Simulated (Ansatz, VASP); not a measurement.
V: VASP beside Ansatz

```
V
1.0
     4.40310    0.00000    0.00000
    -2.20155    3.81320    0.00000
     0.00000    0.00000    2.34663
V
3
Cartesian
  0.0000 0.0000 0.0000
  0.0000 2.5421 1.1733
  2.2016 1.2711 1.1733
```

Alike in both runs: functional PBEsol; k mesh 12 × 12 × 18; occupations gaussian, width 0.1 eV; no spin polarisation.

Ansatz relaxed the structure, and its values are those at the end. VASP's run is a single point on that final structure, the one shown.

```csv
,VASP,Ansatz
version,VASP 6.6.1,Ansatz 0.2.0
potentials or method,"VASP PAW PBE potentials, release 64 (V_sv), cutoff 520 eV","scalar-relativistic, plane waves, PAW"
valence electrons in the cell,39,39
```

|  | VASP | Ansatz | Ansatz less VASP |
| --- | --- | --- | --- |
| gap on the k mesh at the Fermi level (eV) | none | none | - |
| pressure (GPa) | 0.4 | 0.0 | -0.39 |

VASP's potentials were made for PBE, not for PBEsol. A gap of «none» marks a metal or a gap that the smearing closes.
